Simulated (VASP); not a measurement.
# CoSi2 (AlB2 type) (P6/mmm) in VASP: a series of runs, part 2 of 2

VASP 6.6.1. Earlier steps stand in the parts before.

**5. Relaxation of cell and atoms, PBE, target pressure 66 GPa, at which the enthalpy is minimised**

This run uses another cell than the first one, of 10.27 Å³/atom, 1.055 times its volume.

The input, INCAR:

```
PREC     = Accurate       # precision mode
ENCUT    = 600            # plane-wave cutoff, eV
EDIFF    = 1E-6           # SCF threshold, eV
ISMEAR   = -1             # smearing method
SIGMA    = 0.1            # smearing width, eV
LREAL    = F              # projectors in reciprocal space
LASPH    = T              # aspherical terms in the spheres
NELM     = 80             # most SCF steps
ALGO     = Normal         # electronic algorithm
ISIF     = 3              # what is computed and relaxed
LWAVE    = F              # write WAVECAR
LCHARG   = F              # write CHGCAR
GGA      = PE             # functional
IBRION   = 2              # ionic algorithm
NSW      = 60             # ionic steps
EDIFFG   = -0.005         # ionic threshold
PSTRESS  = 660.0
```

The input, KPOINTS:

```
regular mesh
0
Gamma
  9 9 8
```

The input, POSCAR:

```
CoSi2
1.0
    3.1856059708      0.0000000000      0.0000000000
   -1.5928029854      2.7588156972      0.0000000000
    0.0000000000      0.0000000000      3.5041665679
Co Si
1 2
Direct
    0.0000000000      0.0000000000      0.0000000000
    0.3333333333      0.6666666667      0.5000000000
    0.6666666667      0.3333333333      0.5000000000
```

Potentials or basis: VASP PAW PBE potentials, release 64 (Co, Si).

The run is started by

```bash
$ cat potpaw_PBE.64/Co/POTCAR potpaw_PBE.64/Si/POTCAR > POTCAR
$ mpirun -np 1 vasp_std > vasp.out
```

OUTCAR:

```text
PREC = Accurate
   ENCUT = 600
   EDIFF = 1E-6
   ISMEAR = -1
   LREAL = F
   LASPH = T
   NELM = 80
   ISIF = 3
   GGA = PE
   IBRION = 2
   NSW = 60
   EDIFFG = -0.005
   PSTRESS = 660.0

 ion  position               nearest neighbor table
   1  0.000  0.000  0.000-   2 2.54   3 2.54   2 2.54   3 2.54   3 2.54   3 2.54   2 2.54   2 2.54
                             3 2.54   3 2.54   2 2.54   2 2.54
   2  0.333  0.667  0.500-   3 1.84   3 1.84   3 1.84   1 2.54   1 2.54   1 2.54   1 2.54   1 2.54
                             1 2.54
   3  0.667  0.333  0.500-   2 1.84   2 1.84   2 1.84   1 2.54   1 2.54   1 2.54   1 2.54   1 2.54
                             1 2.54

  LATTYP: Found a hexagonal cell.
 ALAT       =     3.1856059708
 C/A-ratio  =     1.1000000000

  Lattice vectors:

 A1 = (   3.1856059708,   0.0000000000,   0.0000000000)
 A2 = (  -1.5928029854,   2.7588156972,   0.0000000000)
 A3 = (   0.0000000000,   0.0000000000,   3.5041665679)

Analysis of symmetry for initial positions (statically):
=====================================================================
 Subroutine PRICEL returns:
 Original cell was already a primitive cell.

 Routine SETGRP: Setting up the symmetry group for a
 hexagonal supercell.

 Subroutine GETGRP returns: Found 24 space group operations
 (whereof 24 operations were pure point group operations)
 out of a pool of 24 trial point group operations.

The static configuration has the point symmetry D_6h.

Analysis of symmetry for dynamics (positions and initial velocities):
=====================================================================
 Subroutine PRICEL returns:
 Original cell was already a primitive cell.

 Routine SETGRP: Setting up the symmetry group for a
 hexagonal supercell.

 Subroutine GETGRP returns: Found 24 space group operations
 (whereof 24 operations were pure point group operations)
 out of a pool of 24 trial point group operations.

The dynamic configuration has the point symmetry D_6h.

 Subroutine INISYM returns: Found 24 space group operations
 (whereof 24 operations are pure point group operations),
 and found     1 'primitive' translations

[... 142 lines left out ...]
  ---------------------------------------------------
  free energy    TOTEN  =        -9.88222133 eV

  energy without entropy =       -9.77895548  energy(sigma->0) =       -9.83058840

------------------------ aborting loop because EDIFF is reached ----------------------------------------

  FORCE on cell =-STRESS in cart. coord.  units (eV):
  Direction    XX          YY          ZZ          XY          YZ          ZX
  --------------------------------------------------------------------------------------
  -------------------------------------------------------------------------------------
  Total       35.7728459     35.7728459      1.9155796      0.0000000      0.0000000      0.0000000
  in kB     1861.0780502   1861.0780503     99.6578026      0.0000000      0.0000000      0.0000000
  external PRESSURE =     613.9379677 kB  Pullay stress =     660.0000000 kB
[... 26 lines left out ...]
--------------------------------------- Ionic step        2  -------------------------------------------

 number of electron      17.0000003 magnetization

 E-fermi :   7.8396     XC(G=0): -10.9398

 val. band max:        7.8227739071   @ k =   0.4444   0.0000   0.3750
 cond. band min:       7.8446626684   @ k =   0.3333   0.1111   0.5000
 fundamental gap:      0.0218887613
 Fermi energy:         7.8396277427

 k-point     1 :       0.0000    0.0000    0.0000
  band No.  band energies     occupation
      1      -4.3120      2.00000
      2       3.9238      2.00000
      3       3.9238      2.00000
      4       4.2561      2.00000
      5       5.9814      2.00000
      6       7.3194      1.98905
      7       7.3194      1.98905
      8       7.3782      1.98038
      9       7.3782      1.98038
     10       8.2725      0.02603
     11       8.2725      0.02603
     12      11.0405      0.00000
[... 418 lines left out ...]
  energy  without entropy=      -15.7297007128  energy(sigma->0) =      -15.77779180

  enthalpy is  TOTEN    =        -0.0341985396 eV   P V=       15.7916843419

[... ionic steps 4 to 9 ...]

--------------------------------------- Ionic step       10  -------------------------------------------

 number of electron      16.9999992 magnetization

------------------------ aborting loop because EDIFF is reached ----------------------------------------
[... 73 lines left out ...]
--------------------------------------- Ionic step       12  -------------------------------------------

 number of electron      16.9999992 magnetization

 Free energy of the ion-electron system (eV)
  ---------------------------------------------------
  ext. energy  EPLUGINS =         0.00000000
  ---------------------------------------------------
  free energy    TOTEN  =       -15.63162960 eV

  energy without entropy =      -15.55681372  energy(sigma->0) =      -15.59422166

 E-fermi :  15.1908     XC(G=0): -13.2537

 val. band max:       15.1796434622   @ k =   0.2222   0.1111   0.5000
 cond. band min:      15.1985420798   @ k =   0.1111   0.1111   0.2500
 fundamental gap:      0.0188986176
 Fermi energy:        15.1907830585

 k-point     1 :       0.0000    0.0000    0.0000
  band No.  band energies     occupation
      1      -1.5605      2.00000
      2       8.0386      2.00000
      3       8.0386      2.00000
      4      10.7840      2.00000
      5      11.1705      2.00000
      6      12.6373      2.00000
      7      12.6373      2.00000
      8      14.1566      1.99994
      9      14.1566      1.99994
     10      15.6172      0.02775
     11      15.6172      0.02775
     12      19.8380      0.00000
[... 379 lines left out ...]
  energy  without entropy=      -15.5568137212  energy(sigma->0) =      -15.59422166

  enthalpy is  TOTEN    =        -3.6111460607 eV   P V=       12.0204835372

 reached required accuracy - stopping structural energy minimisation
```

CONTCAR:

```text
CoSi2
   1.00000000000000
     3.8084609833070129    0.0000000000000000    0.0000000000000000
    -1.9042304916535064    3.2982239610277588   -0.0000000000000000
    -0.0000000000000000    0.0000000000000000    2.3230520020576062
  Co              Si
     1     2
Direct
     0.0000000000000000    0.0000000000000000    0.0000000000000000
     0.3333333332999970    0.6666666667000030    0.5000000000000000
     0.6666666667000030    0.3333333332999970    0.5000000000000000

  0.00000000E+00  0.00000000E+00  0.00000000E+00
  0.00000000E+00  0.00000000E+00  0.00000000E+00
  0.00000000E+00  0.00000000E+00  0.00000000E+00
```

Run time: 7.7 min. Hardware: 1 thread of AMD EPYC 7R13, shared host; peak memory 0.16 GiB.

Results:

| Item | Value |
| --- | --- |
| Free energy | -15.6316 eV |
| Relaxed volume | 9.73 Å³/atom |
| Relaxed cell | a = 3.808 Å, b = 3.808 Å, c = 2.323 Å, α = 90.00°, β = 90.00°, γ = 120.00° |
| Space group after relaxing (to 0.05 Å) | P6/mmm (No. 191) |
| Energy change on relaxing (the enthalpy is what falls) | -1916.5 meV/atom |
| Ionic steps | 12 |
| Pressure after relaxing | 66.0 GPa |

Step by step:
```csv
step,energy change (eV),largest force (eV/Å),pressure (GPa),volume (Å³)
1,0.0000,0.0000,127.39,30.80
2,-6.2566,0.0000,-19.66,47.88
3,-5.9437,0.0000,15.83,38.33
4,-5.5520,0.0000,26.72,37.16
5,-5.3758,0.0000,78.01,28.38
6,-5.3947,0.0000,77.39,28.42
7,-5.8981,0.0000,58.84,29.82
8,-5.6475,0.0000,69.36,28.94
9,-5.8566,0.0000,62.15,29.45
10,-5.7444,0.0000,66.15,29.17
11,-5.7462,0.0000,66.04,29.17
12,-5.7494,0.0000,65.98,29.18
```

Final structure:
```
Co Si
1.0
     3.80846    0.00000    0.00000
    -1.90423    3.29822    0.00000
     0.00000    0.00000    2.32305
Co Si
1 2
Direct
  0.00000 0.00000 0.00000
  0.33333 0.66667 0.50000
  0.66667 0.33333 0.50000
```

Caveat: the cell is relaxed towards a set pressure, so the enthalpy falls and the energy may rise. Spin polarisation is off, so any magnetic state and its effect on volume and gap are missing.

**6. The runs side by side**

```csv
task,cell,cutoff (eV),gap on the mesh (eV),pressure (GPa)
single point,"a = 3.809, b = 3.809, c = 2.323 Å, angles 90.0, 90.0, 120.0°, 3 atoms",520,none,65.9
relaxation of cell and atoms,"relaxed to 66 GPa from a = 3.809, b = 3.809, c = 2.323 Å, angles 90.0, 90.0, 120.0°, 3 atoms",600,none,66.0
relaxation of cell and atoms,"relaxed to 66 GPa from a = 3.186, b = 3.186, c = 3.504 Å, angles 90.0, 90.0, 120.0°, 3 atoms",600,none,66.0
```

Alike in all rows: level PBE; potentials or basis VASP PAW PBE potentials, release 64 (Co, Si); no spin polarisation; k mesh 9 × 9 × 8; smearing fermi-dirac 0.1 eV.

Caveats: the cell is relaxed towards a set pressure, so the enthalpy falls and the energy may rise (some runs).

Absolute energies hang on the potentials; compare differences alone.
